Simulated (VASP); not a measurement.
# SnSe2 (P-3m1) in VASP: notebook, part 2 of 2

VASP 6.6.1.

### Step 3. Single point, PBE (strain along c alone, the other axes held: -2.0 %, then relaxed in part)

The input, INCAR:

```
SYSTEM = SnSe2
ALGO = Normal
EDIFF = 1E-6
ENCUT = 520
GGA = PE
ISIF = 2
ISMEAR = 0
LASPH = .True.
LCHARG = .False.
LREAL = .False.
LWAVE = .False.
NBANDS = 20
NELM = 80
PREC = Accurate
SIGMA = 0.02
```

The input, KPOINTS:

```
k-points
0
Gamma
  12 12 4
  0 0 0
```

The input, POSCAR:

```
SnSe2
1.0
    3.8716723131      0.0000000000      0.0000000000
   -1.9358361566      3.3529665783      0.0000000000
    0.0000000000      0.0000000000      6.8316790055
Sn Se
1 2
Direct
    0.0000000000      0.0000000000      0.0000000000
    0.6666666667      0.3333333333      0.7666463443
    0.3333333333      0.6666666667      0.2333536557
```

Potentials or basis: VASP PAW PBE potentials, release 64 (Sn_d, Se).

Started as:

```bash
cat potpaw_PBE.64/Sn_d/POTCAR potpaw_PBE.64/Se/POTCAR > POTCAR
mpirun -np 1 vasp_std > vasp.out
```

OUTCAR:

```text
SYSTEM = SnSe2
   EDIFF = 1E-6
   ENCUT = 520
   GGA = PE
   ISIF = 2
   ISMEAR = 0
   LASPH = .True.
   LREAL = .False.
   NELM = 80
   PREC = Accurate

 ion  position               nearest neighbor table
   1  0.000  0.000  0.000-   2 2.75   3 2.75   2 2.75   3 2.75   2 2.75   3 2.75
   2  0.667  0.333  0.767-   1 2.75   1 2.75   1 2.75
   3  0.333  0.667  0.233-   1 2.75   1 2.75   1 2.75

  LATTYP: Found a hexagonal cell.
 ALAT       =     3.8716723131
 C/A-ratio  =     1.7645292403

  Lattice vectors:

 A1 = (   3.8716723131,   0.0000000000,   0.0000000000)
 A2 = (  -1.9358361566,   3.3529665783,   0.0000000000)
 A3 = (   0.0000000000,   0.0000000000,   6.8316790055)

Analysis of symmetry for initial positions (statically):
=====================================================================
 Subroutine PRICEL returns:
 Original cell was already a primitive cell.

 Routine SETGRP: Setting up the symmetry group for a
 hexagonal supercell.

[... 164 lines left out ...]
  ---------------------------------------------------
  free energy    TOTEN  =       -11.87383752 eV

  energy without entropy =      -11.87383752  energy(sigma->0) =      -11.87383752

 E-fermi :   2.8890     XC(G=0):  -8.7299

 val. band max:        2.7432564131   @ k =   0.1667  -0.0000   0.0000
 cond. band min:       3.4349942982   @ k =   0.5000  -0.0000   0.5000
 fundamental gap:      0.6917378851
 Fermi energy:         2.8890345552

 k-point     1 :       0.0000    0.0000    0.0000
  band No.  band energies     occupation
      1     -18.3761      2.00000
      2     -18.3761      2.00000
      3     -18.3439      2.00000
      4     -18.3346      2.00000
      5     -18.3346      2.00000
      6     -10.6258      2.00000
[... 541 lines left out ...]
     19      10.9020      0.00000
     20      11.2772      0.00000

 [... further k-points ...]

------------------------ aborting loop because EDIFF is reached ----------------------------------------

  FORCE on cell =-STRESS in cart. coord.  units (eV):
  Direction    XX          YY          ZZ          XY          YZ          ZX
  --------------------------------------------------------------------------------------
  -------------------------------------------------------------------------------------
  Total        0.0591119      0.0591119      0.0888905     -0.0000000      0.0000000      0.0000000
  in kB        1.0678994      1.0678994      1.6058708     -0.0000000      0.0000000      0.0000000
  external PRESSURE =       1.2472232 kB  Pullay stress =       0.0000000 kB

 VOLUME and BASIS-vectors are now :
 -----------------------------------------------------------------------------
  energy-cutoff  :      520.00
  volume of cell :       88.69
      direct lattice vectors                 reciprocal lattice vectors
     3.871672313  0.000000000  0.000000000     0.258286322  0.149121677  0.000000000
    -1.935836157  3.352966578  0.000000000     0.000000000  0.298243355  0.000000000
     0.000000000  0.000000000  6.831679005     0.000000000  0.000000000  0.146376901

 POSITION                                       TOTAL-FORCE (eV/Angst)
 -----------------------------------------------------------------------------------
      0.00000      0.00000      0.00000        -0.000000      0.000000      0.000000
      1.93584      1.11766      5.23748        -0.000000     -0.000000     -0.013556
     -0.00000      2.23531      1.59420         0.000000      0.000000      0.013556
 -----------------------------------------------------------------------------------
    total drift:                                0.000000     -0.000000     -0.000000

  FREE ENERGIE OF THE ION-ELECTRON SYSTEM (eV)
  ---------------------------------------------------
  free  energy   TOTEN  =       -11.8738375227 eV

  energy  without entropy=      -11.8738375227  energy(sigma->0) =      -11.87383752
```

OSZICAR:

```text
N       E                     dE             d eps       ncg     rms          rms(c)
DAV:   1     0.200029673433E+03    0.20003E+03   -0.12046E+04  2832   0.140E+03
DAV:   2     0.110524097021E+02   -0.18898E+03   -0.18192E+03  2948   0.362E+02
DAV:   3    -0.113606745165E+02   -0.22413E+02   -0.21976E+02  3404   0.112E+02
DAV:   4    -0.121237662823E+02   -0.76309E+00   -0.76175E+00  3284   0.222E+01
DAV:   5    -0.121438727040E+02   -0.20106E-01   -0.20105E-01  3836   0.369E+00    0.468E+00
DAV:   6    -0.118884950182E+02    0.25538E+00   -0.55385E-01  4152   0.736E+00    0.300E+00
DAV:   7    -0.118733031870E+02    0.15192E-01   -0.14685E-01  3152   0.234E+00    0.992E-01
DAV:   8    -0.118732456637E+02    0.57523E-04   -0.12138E-02  3508   0.990E-01    0.259E-01
DAV:   9    -0.118737829779E+02   -0.53731E-03   -0.14903E-03  3052   0.305E-01    0.811E-02
DAV:  10    -0.118738052462E+02   -0.22268E-04   -0.12951E-04  3532   0.775E-02    0.309E-02
DAV:  11    -0.118738375767E+02   -0.32330E-04   -0.46857E-05  2988   0.390E-02    0.107E-02
DAV:  12    -0.118738375227E+02    0.54004E-07   -0.31596E-06  3332   0.116E-02
   1 F= -.11873838E+02 E0= -.11873838E+02  d E =-.120092E-26
```

stdout:

```text
POSCAR found type information on POSCAR SnSe
 POSCAR found :  2 types and       3 ions
 scaLAPACK will be used
 LDA part: xc-table for (Slater+PW92), standard interpolation
 POSCAR, INCAR and KPOINTS ok, starting setup
 FFT: planning ... GRIDC
 FFT: planning ... GRID_SOFT
 FFT: planning ... GRID
 WAVECAR not read
 entering main loop
```

Run time: 3.5 min. Hardware: 1 thread of Intel Xeon 8259CL, shared host; peak memory 0.25 GiB.

What came out:

```
Free energy            : -11.8738 eV
Pressure               : 0.1 GPa
Largest force          : 0.014 eV/Å
Band gap on the k mesh : 0.69 eV (least direct gap 1.10 eV)
```

Forces on the atoms (eV/Å):
```
Sn   0.000  0.000  0.000
Se   0.000  0.000 -0.014
Se   0.000  0.000  0.014
```

Caveat: the cell differs from its parent crystal (strain along c alone, the other axes held: -2.0 %, then relaxed in part); semilocal functionals underestimate gaps, and a narrow one can read as zero; spin-orbit coupling is left out, which moves the levels of the heavy elements; this functional lacks dispersion, which binds layers or chains, so the pressure and a relaxed spacing across them are unreliable. A k mesh can miss the band edges.

### Step 4. Single point, PBE

This run uses another cell than the first one, of 29.56 Å³/atom.

The input, INCAR:

```
PREC = Accurate
ENCUT = 520
EDIFF = 1E-6
ISMEAR = 0
SIGMA = 0.02
LREAL = F
LASPH = T
NELM = 80
ALGO = Normal
ISIF = 2
LWAVE = F
LCHARG = T
GGA = PE
LELF = T
LVHAR = T
NBANDS = 20
```

The input, KPOINTS:

```
regular mesh
0
Gamma
  12 12 4
```

POSCAR is that of step 3.

Started as:

```bash
cat potpaw_PBE.64/Sn_d/POTCAR potpaw_PBE.64/Se/POTCAR > POTCAR
mpirun -np 1 vasp_std > vasp.out
```

It took 2.9 min on 1 thread of Intel Xeon 8259CL, shared host; peak memory 0.25 GiB.

Results (log left out):

```yaml
Free_energy: -11.8738 eV
Pressure: 0.1 GPa
Largest_force: 0.014 eV/Å
Band_gap_on_the_k_mesh: 0.69 eV (least direct gap 1.10 eV)
```

Forces in eV/Å, atoms in the order of the input:
```
Sn   0.000  0.000  0.000
Se   0.000  0.000 -0.014
Se   0.000  0.000  0.014
```

Levels at points of the mesh, in eV from the valence-band top:
| k point | band 10 | band 11 | band 12 | band 13 | band 14 | band 15 | band 16 | band 17 |
| --- | --- | --- | --- | --- | --- | --- | --- | --- |
| (0.00, 0.00, 0.00) | -0.47 | -0.43 | -0.13 | -0.13 | 1.05 | 3.08 | 4.59 | 4.59 |
| (0.50, 0.00, 0.00) | -2.43 | -2.20 | -0.84 | -0.27 | 0.96 | 3.86 | 5.52 | 5.65 |
| (0.00, 0.00, 0.50) | -0.50 | -0.50 | -0.08 | -0.08 | 2.05 | 3.00 | 4.49 | 4.49 |
| (0.50, 0.00, 0.50) | -2.14 | -2.01 | -0.64 | -0.41 | 0.69 | 4.21 | 4.87 | 5.77 |

Caveat: semilocal functionals underestimate gaps, and a narrow one can read as zero; spin-orbit coupling is left out, which moves the levels of the heavy elements; this functional lacks dispersion, which binds layers or chains, so the pressure and a relaxed spacing across them are unreliable.
